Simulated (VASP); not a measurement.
# GaN (I4/mmm) in VASP: notebook

The runs below take GaN through single point, relaxation of the atoms, with PBE.

All numbers are computed with VASP 6.6.1; they aren't measurements. Logs are shortened: lines on timing, memory, paths and dates and some standing lists are left out, and cuts for length are marked.

## (1) The cell of the first run

Symmetry: I4/mmm, No. 139, tetragonal system. The conventional cell has a = 2.818 Å, b = 2.818 Å, c = 3.905 Å, α = 90.00°, β = 90.00°, γ = 90.00°. Ga (site symmetry 4/mmm) has 6 N at 1.95 to 1.99 Å within 2.6 Å. N (site symmetry 4/mmm) has 6 Ga at 1.95 to 1.99 Å within 2.6 Å.

## (2) Single point, PBE (z stretched by -2 %, then relaxed in part)

The input, INCAR:

```
SYSTEM = GaN
PREC = Accurate
ENCUT = 520
EDIFF = 1E-7
ISMEAR = -1
SIGMA = 0.02
LREAL = .FALSE.
LASPH = .TRUE.
NELM = 60
ALGO = Normal
ISIF = 2
LWAVE = .FALSE.
LCHARG = .FALSE.
GGA = PE
NBANDS = 16
```

The input, KPOINTS:

```
regular mesh
0
G
  13 13 13
  0 0 0
```

The input, POSCAR:

```
GaN
1.0
    0.0000000000      1.9925000000      1.9526500000
    1.9925000000      0.0000000000      1.9526500000
    1.9925000000      1.9925000000      0.0000000000
Ga N
1 1
Direct
    0.5000000000      0.5000000000      0.5000000000
    0.0000000000      0.0000000000      0.0000000000
```

Potentials or basis: VASP PAW PBE potentials, release 64 (Ga_d, N).

The run is started by

```bash
$ cat potpaw_PBE.64/Ga_d/POTCAR potpaw_PBE.64/N/POTCAR > POTCAR
$ mpirun -np 1 vasp_std > vasp.out
```

OUTCAR:

```text
SYSTEM = GaN
   PREC = Accurate
   ENCUT = 520
   EDIFF = 1E-7
   ISMEAR = -1
   LREAL = .FALSE.
   LASPH = .TRUE.
   NELM = 60
   ISIF = 2
   GGA = PE

 ion  position               nearest neighbor table
   1  0.500  0.500  0.500-   2 1.95   2 1.95   2 1.99   2 1.99   2 1.99   2 1.99
   2  0.000  0.000  0.000-   1 1.95   1 1.95   1 1.99   1 1.99   1 1.99   1 1.99

  LATTYP: Found a body centered tetragonal cell.
 ALAT       =     2.8178205230
 C/A-ratio  =     1.3859292911

  Lattice vectors:

 A1 = (   0.0000000000,  -1.9925000000,  -1.9526500000)
 A2 = (   0.0000000000,   1.9925000000,  -1.9526500000)
 A3 = (   1.9925000000,   0.0000000000,   1.9526500000)

Analysis of symmetry for initial positions (statically):
=====================================================================
 Subroutine PRICEL returns:
 Original cell was already a primitive cell.

 Routine SETGRP: Setting up the symmetry group for a
 body centered tetragonal supercell.

 Subroutine GETGRP returns: Found 16 space group operations
 (whereof 16 operations were pure point group operations)
 out of a pool of 16 trial point group operations.

The static configuration has the point symmetry D_4h.

Analysis of symmetry for dynamics (positions and initial velocities):
=====================================================================
 Subroutine PRICEL returns:
 Original cell was already a primitive cell.

 Routine SETGRP: Setting up the symmetry group for a
 body centered tetragonal supercell.

 Subroutine GETGRP returns: Found 16 space group operations
 (whereof 16 operations were pure point group operations)
 out of a pool of 16 trial point group operations.

The dynamic configuration has the point symmetry D_4h.

 Subroutine INISYM returns: Found 16 space group operations
 (whereof 16 operations are pure point group operations),
 and found     1 'primitive' translations

----------------------------------------------------------------------------------------

                                     Primitive cell

  volume of cell :      15.5043

  direct lattice vectors                    reciprocal lattice vectors
     0.000000000  1.992500000  1.952650000    -0.250941029  0.250941029  0.256062274
     1.992500000  0.000000000  1.952650000     0.250941029 -0.250941029  0.256062274
     1.992500000  1.992500000  0.000000000     0.250941029  0.250941029 -0.256062274

  length of vectors
     2.789784628  2.789784628  2.817820523     0.437619342  0.437619342  0.437619342

  position of ions in fractional coordinates (direct lattice)
     0.500000000  0.500000000  0.500000000
     0.000000000  0.000000000  0.000000000

  ion indices of the primitive-cell ions
   primitive index   ion index
                 1           1
                 2           2

----------------------------------------------------------------------------------------

 KPOINTS: regular mesh

Automatic generation of k-mesh.
 Grid dimensions read from file:
 generate k-points for:   13   13   13

 Generating k-lattice:

  Cartesian coordinates                     Fractional coordinates (reciprocal lattice)
    -0.019303156  0.019303156  0.019697098     0.076923077 -0.000000000  0.000000000
     0.019303156 -0.019303156  0.019697098    -0.000000000  0.076923077  0.000000000
     0.019303156  0.019303156 -0.019697098     0.000000000  0.000000000  0.076923077

  Length of vectors
     0.033663026  0.033663026  0.033663026

  Shift w.r.t. Gamma in fractional coordinates (k-lattice)
     0.000000000  0.000000000  0.000000000

 Subroutine IBZKPT returns following result:
 ===========================================

 Found    196 irreducible k-points:

 Following reciprocal coordinates:
            Coordinates               Weight
  0.000000  0.000000  0.000000      1.000000
  0.076923  0.000000  0.000000      8.000000
  0.153846  0.000000  0.000000      8.000000
  0.230769 -0.000000  0.000000      8.000000
  0.307692  0.000000  0.000000      8.000000
  0.384615 -0.000000  0.000000      8.000000
[... 16 lines left out ...]
  0.384615  0.153846  0.000000      8.000000
  0.461538  0.153846  0.000000      8.000000
 [... further k-points ...]
   k-points           NKPTS =    196   k-points in BZ     NKDIM =    196   number of bands    NBANDS=     16
   number of dos      NEDOS =    301   number of ions     NIONS =      2
   total plane-waves  NPLWV =  13824
   dimension x,y,z NGX =    24 NGY =   24 NGZ =   24
   dimension x,y,z NGXF=    48 NGYF=   48 NGZF=   48
   ions per type =               1   1
   NGX,Y,Z   is equivalent  to a cutoff of  14.30, 14.30, 14.16 a.u.
   NGXF,Y,Z  is equivalent  to a cutoff of  28.60, 28.60, 28.32 a.u.
 SYSTEM =  GaN
   PREC   = accura    normal or accurate (medium, high low for compatibility)
   ISTART =      0    job   : 0-new  1-cont  2-samecut
   ICHARG =      2    charge: 1-file 2-atom 10-const
   ISPIN  =      1    spin polarized calculation?
   LNONCOLLINEAR =      F non collinear calculations
   LSORBIT =      F    spin-orbit coupling
   LASPH  =      T    aspherical Exc in radial PAW
   ENCUT  =  520.0 eV  38.22 Ry    6.18 a.u.   5.19  5.19  5.24*2*pi/ulx,y,z
   NELM   =     60;   NELMIN=  2; NELMDL= -5     # of ELM steps
   EDIFF  = 0.1E-06   stopping-criterion for ELM
   LREAL  =      F    real-space projection
   EDIFFG = 0.1E-05   stopping-criterion for IOM
   NSW    =      0    number of steps for IOM
   IBRION =     -1    ionic relax: 0-MD 1-quasi-New 2-CG
   NFREE  =      0    steps in history (QN), initial steepest desc. (CG)
   ISIF   =      2    stress and relaxation
   ISYM   =      2    0-nonsym 1-usesym 2-fastsym
   POTIM  = 0.5000    time-step for ionic-motion
   TEBEG  =    0.0;   TEEND  =   0.0 temperature during run
   PSTRESS=    0.0 pullay stress
   NELECT =      18.0000    total number of electrons
   NUPDOWN=      -1.0000    fix difference up-down
   EMIN   =  10.00;   EMAX   =-10.00  energy-range for DOS
   EFERMI =   0.00;   METHOD = LEGACY
   ISMEAR =    -1;   SIGMA  =   0.02  broadening in eV -4-tet -1-fermi 0-gaus
   EFERMI_NEDOS =   21; number of points for ismear=-14 and -15
   IALGO  =     38    algorithm
   IMIX   =      4    mixing-type and parameters
     AMIX     =   0.40;   BMIX     =  1.00
     AMIX_MAG =   1.60;   BMIX_MAG =  1.00
  volume/ion in A,a.u.               =       7.75        52.31
  Fermi-wavevector in a.u.,A,eV,Ry     =   1.720608  3.251478 40.279945  2.960492
  Thomas-Fermi vector in A             =   2.797016
   LORBIT       =      0    0 simple, 1 ext, 2 COOP (PROOUT), +10 PAW based schemes
   GGA     = PE    functional components
   LHFCALC =     F    Hartree Fock is set to
   AEXX    =    0.0000 exact exchange contribution
   IVDW    =     0    specifies the selected vdW correction
   LEPSILON=     F    determine dielectric tensor
   LRPA    =     F    only Hartree local field effects (RPA)
 non-spin polarized calculation
  energy-cutoff  :      520.00
  volume of cell :       15.50
 maximum number of plane-waves:       436
 NGX is ok and might be reduce to    24
   NGX = 11   NGY = 11   NGZ = 11

 number of electron      17.9999995 magnetization

 Free energy of the ion-electron system (eV)
  ---------------------------------------------------
  ext. energy  EPLUGINS =         0.00000000
  ---------------------------------------------------
  free energy    TOTEN  =       -10.37934236 eV

  energy without entropy =      -10.37934236  energy(sigma->0) =      -10.37934236

 E-fermi :  11.0189     XC(G=0): -14.2438

 val. band max:       10.6370870192   @ k =  -0.2308   0.0000   0.1538
 cond. band min:      12.5071451442   @ k =   0.4615   0.4615   0.0000
 fundamental gap:      1.8700581250
 Fermi energy:        11.0188775693

 k-point     1 :       0.0000    0.0000    0.0000
  band No.  band energies     occupation
      1      -8.8867      2.00000
      2      -3.4068      2.00000
      3      -3.4068      2.00000
      4      -3.3825      2.00000
      5      -3.2603      2.00000
      6      -3.2226      2.00000
[... 8 lines left out ...]
     15      29.1599      0.00000
     16      29.1599      0.00000

 k-point     2 :       0.0769    0.0000    0.0000
  band No.  band energies     occupation
      1      -8.7467      2.00000
      2      -3.4137      2.00000
      3      -3.3968      2.00000
      4      -3.3767      2.00000
      5      -3.2753      2.00000
      6      -3.2421      2.00000
[... 8 lines left out ...]
     15      28.6816      0.00000
     16      29.3035      0.00000

 k-point     3 :       0.1538    0.0000    0.0000
  band No.  band energies     occupation
      1      -8.3332      2.00000
      2      -3.4451      2.00000
      3      -3.4112      2.00000
      4      -3.3858      2.00000
      5      -3.2738      2.00000
      6      -3.2590      2.00000
[... 8 lines left out ...]
     15      28.8500      0.00000
     16      29.1540      0.00000

 k-point     4 :       0.2308   -0.0000    0.0000
  band No.  band energies     occupation
      1      -7.6686      2.00000
      2      -3.4997      2.00000
      3      -3.4929      2.00000
      4      -3.4682      2.00000
      5      -3.2079      2.00000
      6      -3.2074      2.00000
[... 8 lines left out ...]
     15      29.9771      0.00000
     16      30.0427      0.00000
[... 324 lines left out ...]
 k-point    22 :       0.3077    0.1538    0.0000
  band No.  band energies     occupation
      1      -7.0157      2.00000
      2      -3.6121      2.00000
      3      -3.5186      2.00000
      4      -3.3923      2.00000
      5      -3.1616      2.00000
      6      -3.0936      2.00000
[... 8 lines left out ...]
     15      33.3500      0.00000
     16      34.4016      0.00000

 k-point    23 :       0.3846    0.1538    0.0000
  band No.  band energies     occupation
      1      -6.2702      2.00000
      2      -3.6916      2.00000
      3      -3.4970      2.00000
      4      -3.4780      2.00000
      5      -3.0252      2.00000
      6      -2.9933      2.00000
[... 8 lines left out ...]
     15      33.6407      0.00000
     16      35.8644      0.00000

 k-point    24 :       0.4615    0.1538    0.0000
  band No.  band energies     occupation
      1      -5.6292      2.00000
      2      -3.7659      2.00000
      3      -3.5596      2.00000
      4      -3.4321      2.00000
      5      -2.9908      2.00000
      6      -2.7342      2.00000
[... 8 lines left out ...]
     15      34.0201      0.00000
     16      37.1891      0.00000

 [... further k-points ...]
[... 5 lines left out ...]
  --------------------------------------------------------------------------------------
  -------------------------------------------------------------------------------------
  Total        7.4470156      7.4470156      8.5705994      0.0000000     -0.0000000     -0.0000000
  in kB      769.5587560    769.5587560    885.6675192      0.0000000     -0.0000000     -0.0000000
  external PRESSURE =     808.2616771 kB  Pullay stress =       0.0000000 kB

 VOLUME and BASIS-vectors are now :
 -----------------------------------------------------------------------------
  energy-cutoff  :      520.00
  volume of cell :       15.50
      direct lattice vectors                 reciprocal lattice vectors
     0.000000000  1.992500000  1.952650000    -0.250941029  0.250941029  0.256062274
     1.992500000  0.000000000  1.952650000     0.250941029 -0.250941029  0.256062274
     1.992500000  1.992500000  0.000000000     0.250941029  0.250941029 -0.256062274

 POSITION                                       TOTAL-FORCE (eV/Angst)
 -----------------------------------------------------------------------------------
      1.99250      1.99250      1.95265         0.000000      0.000000     -0.000000
      0.00000      0.00000      0.00000        -0.000000     -0.000000      0.000000
 -----------------------------------------------------------------------------------
    total drift:                                0.000000     -0.000000      0.000000

  FREE ENERGIE OF THE ION-ELECTRON SYSTEM (eV)
  ---------------------------------------------------
  free  energy   TOTEN  =       -10.3793423641 eV

  energy  without entropy=      -10.3793423641  energy(sigma->0) =      -10.37934236
```

It took 18 s on 1 thread of Intel Xeon 6975P-C (Granite Rapids), shared host; peak memory 0.17 GiB.

Results:

```
Free energy            : -10.3793 eV
Pressure               : 80.8 GPa
Band gap on the k mesh : 1.87 eV, indirect (least direct gap 5.46 eV)
```

Levels at points of the mesh, in eV from the valence-band top:
```csv
k point,band 7,band 8,band 9,band 10,band 11,band 12
"(0.00, 0.00, 0.00)",-0.94,-0.75,-0.75,4.71,15.87,15.87
```

Caveat: the cell differs from its parent crystal (z stretched by -2 %, then relaxed in part). A k mesh can miss the band edges.

## (3) Relaxation of the atoms, PBE (z stretched by -2 %)

The input, INCAR:

```
SYSTEM = GaN
PREC = Accurate ; ENCUT = 520
EDIFF = 1E-6 ; ISMEAR = -1
SIGMA = 0.02 ; LREAL = .FALSE.
LASPH = .TRUE. ; NELM = 100
ALGO = Normal ; ISIF = 2
LWAVE = .FALSE. ; LCHARG = .FALSE.
GGA = PE ; IBRION = 2
NSW = 80 ; EDIFFG = -0.02
```

The input, KPOINTS:

```
Automatic mesh
0
G
  13 13 13
  0 0 0
```

POSCAR is that of step 2.

Potentials or basis: VASP PAW PBE potentials, release 64 (Ga_d, N).

The run is started by

```bash
$ cat potpaw_PBE.64/Ga_d/POTCAR potpaw_PBE.64/N/POTCAR > POTCAR
$ mpirun -np 1 vasp_std > vasp.out
```

Run time: 14 s. Hardware: 1 thread of Intel Xeon 6975P-C (Granite Rapids), shared host; peak memory 0.17 GiB.

Results (log left out):

```yaml
Free_energy: -10.3793 eV
Pressure_after_relaxing: 80.8 GPa
Band_gap_on_the_k_mesh: 1.87 eV, indirect (least direct gap 5.46 eV)
```

Stress tensor (GPa, compression positive):
```
76.93  0.00  0.00
 0.00 76.93  0.00
 0.00  0.00 88.54
```

Final structure:
```
Ga N
1.0
     0.00000    1.99250    1.95265
     1.99250    0.00000    1.95265
     1.99250    1.99250    0.00000
Ga N
1 1
Direct
  0.50000 0.50000 0.50000
  0.00000 0.00000 0.00000
```

Levels at points of the mesh, in eV from the valence-band top:
| k point | band 6 | band 7 | band 8 | band 9 | band 10 | band 11 | band 12 | band 13 |
| --- | --- | --- | --- | --- | --- | --- | --- | --- |
| (0.00, 0.00, 0.00) | -13.86 | -0.94 | -0.75 | -0.75 | 4.71 | 15.87 | 15.87 | 16.03 |

Caveat: the cell differs from its parent crystal (z stretched by -2 %); the relaxation stopped at its first step, so nothing moved. A k mesh can miss the band edges.
